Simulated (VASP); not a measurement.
# TlBr (Pm-3m) in VASP: further runs

Aim: see how the results for TlBr move with the level of theory and the settings. Levels: PBE, r2SCAN, HSE06. Tasks: single point.

Everything below comes from runs of VASP 6.6.1. Logs are shortened: lines on timing, memory, paths and dates and some standing lists are left out, and cuts for length are marked.

## (1) The cell of the first run

It takes space group Pm-3m (No. 221, cubic). Conventional cell: a = 3.946 Å, b = 3.946 Å, c = 3.946 Å, α = 90.00°, β = 90.00°, γ = 90.00°. Tl (site symmetry m-3m) has 8 Br at 3.42 Å and 6 Tl at 3.95 Å within 4.5 Å. Br (site symmetry m-3m) has 8 Tl at 3.42 Å and 6 Br at 3.95 Å within 4.5 Å.

## (2) Single point, PBE

File INCAR:

```
  ALGO = Normal
  EDIFF = 1E-6
  ENCUT = 500
  GGA = PE
  GGA_COMPAT = False
  ISIF = 2
  ISMEAR = 0
  LASPH = True
  LCHARG = False
  LREAL = False
  LWAVE = False
  NBANDS = 17
  NELM = 120
  PREC = Accurate
  SIGMA = 0.01
```

File KPOINTS:

```
k-points
0
Gamma
  6 6 6
```

File POSCAR:

```
TlBr
1.0
    3.9461933153      0.0000000000      0.0000000000
    0.0000000000      3.9461933153      0.0000000000
    0.0000000000      0.0000000000      3.9461933153
Tl Br
1 1
Direct
    0.0000000000      0.0000000000      0.0000000000
    0.5000000000      0.5000000000      0.5000000000
```

Potentials or basis: VASP PAW PBE potentials, release 64 (Tl_d, Br).

The run is started by

```console
$ cat potpaw_PBE.64/Tl_d/POTCAR potpaw_PBE.64/Br/POTCAR > POTCAR
$ mpirun -np 1 vasp_std > vasp.out
```

OUTCAR:

```text
EDIFF = 1E-6
   ENCUT = 500
   GGA = PE
   ISIF = 2
   ISMEAR = 0
   LASPH = True
   LREAL = False
   NELM = 120
   PREC = Accurate

 ion  position               nearest neighbor table
   1  0.000  0.000  0.000-   2 3.42   2 3.42   2 3.42   2 3.42   2 3.42   2 3.42   2 3.42   2 3.42

   2  0.500  0.500  0.500-   1 3.42   1 3.42   1 3.42   1 3.42   1 3.42   1 3.42   1 3.42   1 3.42

  LATTYP: Found a simple cubic cell.
 ALAT       =     3.9461933153

  Lattice vectors:

 A1 = (   3.9461933153,   0.0000000000,   0.0000000000)
 A2 = (   0.0000000000,   3.9461933153,   0.0000000000)
 A3 = (   0.0000000000,   0.0000000000,   3.9461933153)

Analysis of symmetry for initial positions (statically):
=====================================================================
 Subroutine PRICEL returns:
 Original cell was already a primitive cell.

 Routine SETGRP: Setting up the symmetry group for a
 simple cubic supercell.

 Subroutine GETGRP returns: Found 48 space group operations
 (whereof 48 operations were pure point group operations)
 out of a pool of 48 trial point group operations.

The static configuration has the point symmetry O_h .

Analysis of symmetry for dynamics (positions and initial velocities):
=====================================================================
 Subroutine PRICEL returns:
 Original cell was already a primitive cell.

 Routine SETGRP: Setting up the symmetry group for a
 simple cubic supercell.

 Subroutine GETGRP returns: Found 48 space group operations
 (whereof 48 operations were pure point group operations)
 out of a pool of 48 trial point group operations.

The dynamic configuration has the point symmetry O_h .

 Subroutine INISYM returns: Found 48 space group operations
 (whereof 48 operations are pure point group operations),
 and found     1 'primitive' translations

----------------------------------------------------------------------------------------

                                     Primitive cell

  volume of cell :      61.4519

  direct lattice vectors                    reciprocal lattice vectors
     3.946193315  0.000000000  0.000000000     0.253408771  0.000000000  0.000000000
     0.000000000  3.946193315  0.000000000     0.000000000  0.253408771  0.000000000
     0.000000000  0.000000000  3.946193315     0.000000000  0.000000000  0.253408771

  length of vectors
     3.946193315  3.946193315  3.946193315     0.253408771  0.253408771  0.253408771

  position of ions in fractional coordinates (direct lattice)
     0.000000000  0.000000000  0.000000000
     0.500000000  0.500000000  0.500000000

  ion indices of the primitive-cell ions
   primitive index   ion index
                 1           1
                 2           2

----------------------------------------------------------------------------------------

 KPOINTS: k-points

Automatic generation of k-mesh.
 Grid dimensions read from file:
 generate k-points for:    6    6    6

 Generating k-lattice:

  Cartesian coordinates                     Fractional coordinates (reciprocal lattice)
     0.042234795  0.000000000  0.000000000     0.166666667  0.000000000  0.000000000
     0.000000000  0.042234795  0.000000000     0.000000000  0.166666667  0.000000000
     0.000000000  0.000000000  0.042234795     0.000000000  0.000000000  0.166666667

  Length of vectors
     0.042234795  0.042234795  0.042234795

  Shift w.r.t. Gamma in fractional coordinates (k-lattice)
     0.000000000  0.000000000  0.000000000

 Subroutine IBZKPT returns following result:
 ===========================================

 Found     20 irreducible k-points:

 Following reciprocal coordinates:
            Coordinates               Weight
  0.000000  0.000000  0.000000      1.000000
  0.166667  0.000000  0.000000      6.000000
  0.333333  0.000000  0.000000      6.000000
  0.500000  0.000000  0.000000      3.000000
  0.166667  0.166667  0.000000     12.000000
  0.333333  0.166667  0.000000     24.000000
[... 12 lines left out ...]
  0.500000  0.500000  0.333333      6.000000
  0.500000  0.500000  0.500000      1.000000
   k-points           NKPTS =     20   k-points in BZ     NKDIM =     20   number of bands    NBANDS=     17
   number of dos      NEDOS =    301   number of ions     NIONS =      2
   total plane-waves  NPLWV =  27000
   dimension x,y,z NGX =    30 NGY =   30 NGZ =   30
   dimension x,y,z NGXF=    60 NGYF=   60 NGZF=   60
   ions per type =               1   1
   NGX,Y,Z   is equivalent  to a cutoff of  12.64, 12.64, 12.64 a.u.
   NGXF,Y,Z  is equivalent  to a cutoff of  25.28, 25.28, 25.28 a.u.
 SYSTEM =  unknown system
   PREC   = accura    normal or accurate (medium, high low for compatibility)
   ISTART =      0    job   : 0-new  1-cont  2-samecut
   ICHARG =      2    charge: 1-file 2-atom 10-const
   ISPIN  =      1    spin polarized calculation?
   LNONCOLLINEAR =      F non collinear calculations
   LSORBIT =      F    spin-orbit coupling
   LASPH  =      T    aspherical Exc in radial PAW
   ENCUT  =  500.0 eV  36.75 Ry    6.06 a.u.   7.19  7.19  7.19*2*pi/ulx,y,z
   NELM   =    120;   NELMIN=  2; NELMDL= -5     # of ELM steps
   EDIFF  = 0.1E-05   stopping-criterion for ELM
   LREAL  =      F    real-space projection
   EDIFFG = 0.1E-04   stopping-criterion for IOM
   NSW    =      0    number of steps for IOM
   IBRION =     -1    ionic relax: 0-MD 1-quasi-New 2-CG
   NFREE  =      0    steps in history (QN), initial steepest desc. (CG)
   ISIF   =      2    stress and relaxation
   ISYM   =      2    0-nonsym 1-usesym 2-fastsym
   POTIM  = 0.5000    time-step for ionic-motion
   TEBEG  =    0.0;   TEEND  =   0.0 temperature during run
   PSTRESS=    0.0 pullay stress
   NELECT =      20.0000    total number of electrons
   NUPDOWN=      -1.0000    fix difference up-down
   EMIN   =  10.00;   EMAX   =-10.00  energy-range for DOS
   EFERMI =   0.00;   METHOD = LEGACY
   ISMEAR =     0;   SIGMA  =   0.01  broadening in eV -4-tet -1-fermi 0-gaus
   EFERMI_NEDOS =   21; number of points for ismear=-14 and -15
   IALGO  =     38    algorithm
   IMIX   =      4    mixing-type and parameters
     AMIX     =   0.40;   BMIX     =  1.00
     AMIX_MAG =   1.60;   BMIX_MAG =  1.00
  volume/ion in A,a.u.               =      30.73       207.35
  Fermi-wavevector in a.u.,A,eV,Ry     =   1.126090  2.128002 17.253261  1.268079
  Thomas-Fermi vector in A             =   2.262770
   LORBIT       =      0    0 simple, 1 ext, 2 COOP (PROOUT), +10 PAW based schemes
   GGA     = PE    functional components
   LHFCALC =     F    Hartree Fock is set to
   AEXX    =    0.0000 exact exchange contribution
   IVDW    =     0    specifies the selected vdW correction
   LEPSILON=     F    determine dielectric tensor
   LRPA    =     F    only Hartree local field effects (RPA)
 non-spin polarized calculation
 Gauss-broadening in eV      SIGMA  =   0.01
  energy-cutoff  :      500.00
  volume of cell :       61.45
 maximum number of plane-waves:      1596
 NGX is ok and might be reduce to    30
   NGX = 15   NGY = 15   NGZ = 15

 number of electron      20.0000001 magnetization

 Free energy of the ion-electron system (eV)
  ---------------------------------------------------
  ext. energy  EPLUGINS =         0.00000000
  ---------------------------------------------------
  free energy    TOTEN  =        -5.51636225 eV

  energy without entropy =       -5.51636225  energy(sigma->0) =       -5.51636225

 E-fermi :   2.7487     XC(G=0):  -9.0915

 val. band max:        2.6660229916   @ k =   0.5000   0.0000   0.0000
 cond. band min:       4.4568611887   @ k =   0.5000   0.0000   0.0000
 fundamental gap:      1.7908381970
 Fermi energy:         2.7487172978

 k-point     1 :       0.0000    0.0000    0.0000
  band No.  band energies     occupation
      1     -11.2273      2.00000
      2      -7.4971      2.00000
      3      -7.4971      2.00000
      4      -7.3067      2.00000
      5      -7.3067      2.00000
      6      -7.3067      2.00000
[... 9 lines left out ...]
     16      14.0594      0.00000
     17      16.1398      0.00000

 k-point     2 :       0.1667    0.0000    0.0000
  band No.  band energies     occupation
      1     -11.1662      2.00000
      2      -7.4942      2.00000
      3      -7.4617      2.00000
      4      -7.3236      2.00000
      5      -7.3236      2.00000
      6      -7.3053      2.00000
[... 9 lines left out ...]
     16      15.4327      0.00000
     17      15.7860      0.00000

 k-point     3 :       0.3333    0.0000    0.0000
  band No.  band energies     occupation
      1     -11.0376      2.00000
      2      -7.4884      2.00000
      3      -7.3937      2.00000
      4      -7.3568      2.00000
      5      -7.3568      2.00000
      6      -7.3022      2.00000
[... 9 lines left out ...]
     16      13.9285      0.00000
     17      16.2051      0.00000

 k-point     4 :       0.5000    0.0000    0.0000
  band No.  band energies     occupation
      1     -10.9696      2.00000
      2      -7.4855      2.00000
      3      -7.3732      2.00000
      4      -7.3732      2.00000
      5      -7.3616      2.00000
      6      -7.3008      2.00000
[... 9 lines left out ...]
     16      16.0474      0.00000
     17      16.1975      0.00000
[... 263 lines left out ...]
      1     -10.7451      2.00000
      2      -7.4347      2.00000
      3      -7.4094      2.00000
      4      -7.3705      2.00000
      5      -7.3099      2.00000
      6      -7.2703      2.00000
[... 9 lines left out ...]
     16      14.5847      0.00000
     17      18.8549      0.00000

 k-point    19 :       0.5000    0.5000    0.3333
  band No.  band energies     occupation
      1     -10.6979      2.00000
      2      -7.4313      2.00000
      3      -7.4313      2.00000
      4      -7.4160      2.00000
      5      -7.2894      2.00000
      6      -7.2472      2.00000
[... 9 lines left out ...]
     16      15.1103      0.00000
     17      19.1169      0.00000

 k-point    20 :       0.5000    0.5000    0.5000
  band No.  band energies     occupation
      1     -10.6441      2.00000
      2      -7.4561      2.00000
      3      -7.4561      2.00000
      4      -7.4561      2.00000
      5      -7.2464      2.00000
      6      -7.2464      2.00000
[... 9 lines left out ...]
     16      15.6375      0.00000
     17      19.0989      0.00000

------------------------ aborting loop because EDIFF is reached ----------------------------------------

  FORCE on cell =-STRESS in cart. coord.  units (eV):
  Direction    XX          YY          ZZ          XY          YZ          ZX
  --------------------------------------------------------------------------------------
  -------------------------------------------------------------------------------------
  Total        0.7318816      0.7318816      0.7318816     -0.0000000     -0.0000000      0.0000000
  in kB       19.0816678     19.0816678     19.0816678     -0.0000000     -0.0000000      0.0000000
  external PRESSURE =      19.0816678 kB  Pullay stress =       0.0000000 kB

 VOLUME and BASIS-vectors are now :
 -----------------------------------------------------------------------------
  energy-cutoff  :      500.00
  volume of cell :       61.45
      direct lattice vectors                 reciprocal lattice vectors
     3.946193315  0.000000000  0.000000000     0.253408771  0.000000000  0.000000000
     0.000000000  3.946193315  0.000000000     0.000000000  0.253408771  0.000000000
     0.000000000  0.000000000  3.946193315     0.000000000  0.000000000  0.253408771

 POSITION                                       TOTAL-FORCE (eV/Angst)
 -----------------------------------------------------------------------------------
      0.00000      0.00000      0.00000         0.000000      0.000000      0.000000
      1.97310      1.97310      1.97310         0.000000      0.000000      0.000000
 -----------------------------------------------------------------------------------
    total drift:                               -0.000000     -0.000000     -0.000000

  FREE ENERGIE OF THE ION-ELECTRON SYSTEM (eV)
  ---------------------------------------------------
  free  energy   TOTEN  =        -5.5163622521 eV

  energy  without entropy=       -5.5163622521  energy(sigma->0) =       -5.51636225
```

Wall time 28 s (1 thread of AMD EPYC 7R13, shared host); peak memory 0.15 GiB.

Results:

```yaml
Free_energy: -5.5164 eV
Pressure: 1.9 GPa
Band_gap_on_the_k_mesh: 1.79 eV
```

Caveat: spin-orbit coupling is left out, which moves the levels of the heavy elements.

[end of part 1 of 3]
